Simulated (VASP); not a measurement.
# CrB2 (P6/mmm) in VASP: single point with LDA

Aim: the single point of CrB2 with LDA.

All numbers are computed with VASP 6.6.1; they aren't measurements. Logs are shortened: lines on timing, memory, paths and dates and some standing lists are left out, and cuts for length are marked.

## (1) The cell of the first run

The structure is hexagonal, space group P6/mmm (No. 191). Conventional cell: a = 2.946 Å, b = 2.946 Å, c = 2.854 Å, α = 90.00°, β = 90.00°, γ = 120.00°. Cr (site symmetry 6/mmm) has 12 B at 2.22 Å and 2 Cr at 2.85 Å within 2.9 Å. Within 2.3 Å of B (site symmetry -6m2) lie 3 B at 1.70 Å and 6 Cr at 2.22 Å.

## (2) Single point, LDA, collinear spin, ferromagnetic start

Input file INCAR:

```
SYSTEM = CrB2
ALGO     = Normal         ! electronic algorithm
EDIFF    = 1E-7           ! SCF threshold, eV
ENCUT    = 520            ! plane-wave cutoff, eV
GGA      = CA             ! functional
ISIF     = 2              ! what is computed and relaxed
ISMEAR   = 0              ! smearing method
ISPIN    = 2              ! spin polarisation
LASPH    = .True.         ! aspherical terms in the spheres
LCHARG   = .True.         ! write CHGCAR
LELF     = .True.         ! ELF
LMAXMIX  = 4              ! l up to which the mixer works
LORBIT   = 11             ! projections on sites
LREAL    = .False.        ! projectors in reciprocal space
LVHAR    = .True.       
LWAVE    = .False.        ! write WAVECAR
MAGMOM   = 2 2 0 0 0 0    ! initial moments
NBANDS   = 31             ! bands
NELM     = 150            ! most SCF steps
PREC     = Accurate       ! precision mode
SIGMA    = 0.05           ! smearing width, eV
```

Input file KPOINTS:

```
k-points
0
Gamma
  12 12 6
  0 0 0
```

Input file POSCAR:

```
CrB2
1.0
    2.9456460660      0.0000000000      0.0000000000
   -1.4728230330      2.5510043237      0.0000000000
    0.0000000000      0.0000000000      5.7085228738
Cr B
2 4
Direct
    0.0000000000      0.0000000000      0.0000000000
    0.0000000000      0.0000000000      0.5000000000
    0.3333333333      0.6666666667      0.2500000000
    0.6666666667      0.3333333333      0.2500000000
    0.3333333333      0.6666666667      0.7500000000
    0.6666666667      0.3333333333      0.7500000000
```

Potentials or basis: VASP PAW LDA potentials, release 64 (Cr_pv, B).

Started as:

```console
cat potpaw_LDA.64/Cr_pv/POTCAR potpaw_LDA.64/B/POTCAR > POTCAR
mpirun -np 1 vasp_std > vasp.out
```

OUTCAR:

```text
SYSTEM = CrB2
   EDIFF = 1E-7
   ENCUT = 520
   GGA = CA
   ISIF = 2
   ISMEAR = 0
   ISPIN = 2
   LASPH = .True.
   LORBIT = 11
   LREAL = .False.
   NELM = 150
   PREC = Accurate

 ion  position               nearest neighbor table
   1  0.000  0.000  0.000-   3 2.22   4 2.22   5 2.22   6 2.22   3 2.22   5 2.22   4 2.22   6 2.22
                             4 2.22   6 2.22   3 2.22   5 2.22   2 2.85   2 2.85
   2  0.000  0.000  0.500-   3 2.22   4 2.22   5 2.22   6 2.22   3 2.22   5 2.22   4 2.22   6 2.22
                             4 2.22   6 2.22   3 2.22   5 2.22   1 2.85   1 2.85
   3  0.333  0.667  0.250-   4 1.70   4 1.70   4 1.70   1 2.22   2 2.22   2 2.22   1 2.22   2 2.22
                             1 2.22
   4  0.667  0.333  0.250-   3 1.70   3 1.70   3 1.70   1 2.22   2 2.22   1 2.22   2 2.22   1 2.22
                             2 2.22
   5  0.333  0.667  0.750-   6 1.70   6 1.70   6 1.70   1 2.22   2 2.22   2 2.22   1 2.22   2 2.22
                             1 2.22
   6  0.667  0.333  0.750-   5 1.70   5 1.70   5 1.70   1 2.22   2 2.22   1 2.22   2 2.22   1 2.22
                             2 2.22
[... 7 lines left out ...]
 A1 = (   2.9456460660,   0.0000000000,   0.0000000000)
 A2 = (  -1.4728230330,   2.5510043237,   0.0000000000)
 A3 = (   0.0000000000,   0.0000000000,   5.7085228738)

Analysis of symmetry for initial positions (statically):
=====================================================================
 Subroutine PRICEL returns following result:

  LATTYP: Found a hexagonal cell.
 ALAT       =     2.9456460660
 C/A-ratio  =     0.9689763715
[... 12 lines left out ...]
 Subroutine GETGRP returns: Found 24 space group operations
 (whereof 24 operations were pure point group operations)
 out of a pool of 24 trial point group operations.

The static configuration has the point symmetry D_6h.

Analysis of symmetry for dynamics (positions and initial velocities):
=====================================================================
 Subroutine PRICEL returns following result:

  LATTYP: Found a hexagonal cell.
 ALAT       =     2.9456460660
 C/A-ratio  =     0.9689763715
[... 12 lines left out ...]
 Subroutine GETGRP returns: Found 24 space group operations
 (whereof 24 operations were pure point group operations)
 out of a pool of 24 trial point group operations.

The dynamic configuration has the point symmetry D_6h.

Analysis of structural, dynamic, and magnetic symmetry:
=====================================================================
 Subroutine PRICEL returns following result:

  LATTYP: Found a hexagonal cell.
 ALAT       =     2.9456460660
 C/A-ratio  =     0.9689763715
[... 12 lines left out ...]
 Subroutine GETGRP returns: Found 24 space group operations
 (whereof 24 operations were pure point group operations)
 out of a pool of 24 trial point group operations.

The overall configuration has the point symmetry D_6h.

 Subroutine INISYM returns: Found 24 space group operations
 (whereof 24 operations are pure point group operations),
 and found     2 'primitive' translations

----------------------------------------------------------------------------------------

                                     Primitive cell

  volume of cell :      21.4479

  direct lattice vectors                    reciprocal lattice vectors
     2.945646066  0.000000000  0.000000000     0.339484099  0.196001236  0.000000000
    -1.472823033  2.551004324  0.000000000     0.000000000  0.392002472  0.000000000
     0.000000000  0.000000000  2.854261437     0.000000000  0.000000000  0.350353330

  length of vectors
     2.945646066  2.945646066  2.854261437     0.392002472  0.392002472  0.350353330

  position of ions in fractional coordinates (direct lattice)
     0.000000000  0.000000000  0.000000000
     0.333333333  0.666666667  0.500000000
     0.666666667  0.333333333  0.500000000

  ion indices of the primitive-cell ions
   primitive index   ion index
                 1           1
                 2           3
                 3           4

----------------------------------------------------------------------------------------

 KPOINTS: k-points

Automatic generation of k-mesh.
 Grid dimensions read from file:
 generate k-points for:   12   12    6

 Generating k-lattice:

  Cartesian coordinates                     Fractional coordinates (reciprocal lattice)
[... 44 lines left out ...]
   total plane-waves  NPLWV =  24192
   dimension x,y,z NGX =    24 NGY =   24 NGZ =   42
   dimension x,y,z NGXF=    48 NGYF=   48 NGZF=   84
   ions per type =               2   4
   NGX,Y,Z   is equivalent  to a cutoff of  13.55, 13.55, 12.23 a.u.
   NGXF,Y,Z  is equivalent  to a cutoff of  27.09, 27.09, 24.46 a.u.
 SYSTEM =  CrB2
   PREC   = accura    normal or accurate (medium, high low for compatibility)
   ISTART =      0    job   : 0-new  1-cont  2-samecut
   ICHARG =      2    charge: 1-file 2-atom 10-const
   ISPIN  =      2    spin polarized calculation?
   LNONCOLLINEAR =      F non collinear calculations
   LSORBIT =      F    spin-orbit coupling
   LASPH  =      T    aspherical Exc in radial PAW
   ENCUT  =  520.0 eV  38.22 Ry    6.18 a.u.   5.48  5.48 10.61*2*pi/ulx,y,z
   NELM   =    150;   NELMIN=  2; NELMDL= -5     # of ELM steps
   EDIFF  = 0.1E-06   stopping-criterion for ELM
   LREAL  =      F    real-space projection
   EDIFFG = 0.1E-05   stopping-criterion for IOM
   NSW    =      0    number of steps for IOM
   IBRION =     -1    ionic relax: 0-MD 1-quasi-New 2-CG
   NFREE  =      0    steps in history (QN), initial steepest desc. (CG)
   ISIF   =      2    stress and relaxation
   ISYM   =      2    0-nonsym 1-usesym 2-fastsym
   POTIM  = 0.5000    time-step for ionic-motion
   TEBEG  =    0.0;   TEEND  =   0.0 temperature during run
   PSTRESS=    0.0 pullay stress
   NELECT =      36.0000    total number of electrons
   NUPDOWN=      -1.0000    fix difference up-down
   EMIN   =  10.00;   EMAX   =-10.00  energy-range for DOS
   EFERMI =   0.00;   METHOD = LEGACY
   ISMEAR =     0;   SIGMA  =   0.05  broadening in eV -4-tet -1-fermi 0-gaus
   EFERMI_NEDOS =   21; number of points for ismear=-14 and -15
   IALGO  =     38    algorithm
   IMIX   =      4    mixing-type and parameters
     AMIX     =   0.40;   BMIX     =  1.00
     AMIX_MAG =   1.60;   BMIX_MAG =  1.00
  volume/ion in A,a.u.               =       7.15        48.25
  Fermi-wavevector in a.u.,A,eV,Ry     =   1.544201  2.918117 32.443864  2.384557
  Thomas-Fermi vector in A             =   2.649756
   LORBIT       =     11    0 simple, 1 ext, 2 COOP (PROOUT), +10 PAW based schemes
   GGA     = CA    functional components
   LHFCALC =     F    Hartree Fock is set to
   AEXX    =    0.0000 exact exchange contribution
   IVDW    =     0    specifies the selected vdW correction
   LEPSILON=     F    determine dielectric tensor
   LRPA    =     F    only Hartree local field effects (RPA)
 spin polarized calculation
 Gauss-broadening in eV      SIGMA  =   0.05
  energy-cutoff  :      520.00
  volume of cell :       42.90
 maximum number of plane-waves:      1186
 NGX is ok and might be reduce to    24
   NGX = 11   NGY = 11   NGZ = 21

 number of electron      35.9999975 magnetization       0.4290587

 Free energy of the ion-electron system (eV)
  ---------------------------------------------------
  ext. energy  EPLUGINS =         0.00000000
  ---------------------------------------------------
  free energy    TOTEN  =       -53.41559755 eV

  energy without entropy =      -53.40973889  energy(sigma->0) =      -53.41266822

 E-fermi :  11.8321     XC(G=0): -13.8679

 val. band max:       11.8297032670   @ k =   0.3333   0.1667   0.3333
 cond. band min:      11.8321604375   @ k =   0.1667   0.1667   0.0000
 fundamental gap:      0.0024571705
 Fermi energy:        11.8321498106

 spin component 1

 k-point     1 :       0.0000    0.0000    0.0000
  band No.  band energies     occupation
      1     -31.9683      1.00000
      2     -31.7569      1.00000
      3     -31.5444      1.00000
      4     -31.5444      1.00000
      5     -31.5237      1.00000
      6     -31.5237      1.00000
[... 781 lines left out ...]
     29      18.6280      0.00000
     30      19.2895      0.00000

 [... further k-points ...]

 spin component 2

 k-point     1 :       0.0000    0.0000    0.0000
  band No.  band energies     occupation
      1     -31.7985      1.00000
      2     -31.5852      1.00000
      3     -31.3298      1.00000
      4     -31.3298      1.00000
      5     -31.3087      1.00000
      6     -31.3087      1.00000
[... 781 lines left out ...]
     29      18.6873      0.00000
     30      19.3661      0.00000

 [... further k-points ...]

 [bands above 30 left out]

------------------------ aborting loop because EDIFF is reached ----------------------------------------

  FORCE on cell =-STRESS in cart. coord.  units (eV):
  Direction    XX          YY          ZZ          XY          YZ          ZX
  --------------------------------------------------------------------------------------
  -------------------------------------------------------------------------------------
  Total        0.2489132      0.2489132      0.0856517     -0.0000000      0.0000000      0.0000000
  in kB        9.2970030      9.2970030      3.1991248     -0.0000000      0.0000000      0.0000000
  external PRESSURE =       7.2643769 kB  Pullay stress =       0.0000000 kB

 VOLUME and BASIS-vectors are now :
 -----------------------------------------------------------------------------
  energy-cutoff  :      520.00
  volume of cell :       42.90
      direct lattice vectors                 reciprocal lattice vectors
     2.945646066  0.000000000  0.000000000     0.339484099  0.196001236  0.000000000
    -1.472823033  2.551004324  0.000000000     0.000000000  0.392002472  0.000000000
     0.000000000  0.000000000  5.708522874     0.000000000  0.000000000  0.175176665

 POSITION                                       TOTAL-FORCE (eV/Angst)
 -----------------------------------------------------------------------------------
      0.00000      0.00000      0.00000         0.000000     -0.000000      0.000000
      0.00000      0.00000      2.85426         0.000000     -0.000000     -0.000000
     -0.00000      1.70067      1.42713        -0.000000      0.000000      0.000000
      1.47282      0.85033      1.42713         0.000000     -0.000000      0.000000
     -0.00000      1.70067      4.28139        -0.000000      0.000000     -0.000000
      1.47282      0.85033      4.28139         0.000000     -0.000000     -0.000000
 -----------------------------------------------------------------------------------
    total drift:                               -0.000000      0.000000      0.000000

  FREE ENERGIE OF THE ION-ELECTRON SYSTEM (eV)
  ---------------------------------------------------
  free  energy   TOTEN  =       -53.4155975451 eV

  energy  without entropy=      -53.4097388889  energy(sigma->0) =      -53.41266822

 total charge

# of ion       s       p       d       tot
------------------------------------------
    1        0.299   6.416   4.532  11.246
    2        0.299   6.416   4.532  11.246
    3        0.692   1.405   0.000   2.097
    4        0.692   1.405   0.000   2.097
    5        0.692   1.405   0.000   2.097
    6        0.692   1.405   0.000   2.097
--------------------------------------------------
tot          3.365  18.450   9.064  30.879

 magnetization (x)

# of ion       s       p       d       tot
------------------------------------------
    1        0.001   0.002   0.205   0.208
    2        0.001   0.002   0.205   0.208
    3       -0.000   0.000   0.000  -0.000
    4       -0.000   0.000   0.000  -0.000
    5       -0.000   0.000   0.000  -0.000
    6       -0.000   0.000   0.000  -0.000
--------------------------------------------------
tot          0.001   0.005   0.410   0.416
```

Wall time 2.1 min (1 thread of Intel Xeon 6975P-C, shared host); peak memory 0.26 GiB.

Results:

```yaml
Free_energy: -53.4156 eV
Pressure: 0.7 GPa
Net_moment: 0.43 μB per cell
Site_moments: Cr +0.21; B -0.00 μB
Valence_electrons_inside_the_program's_atomic_spheres: Cr 11.25; B 2.10
```
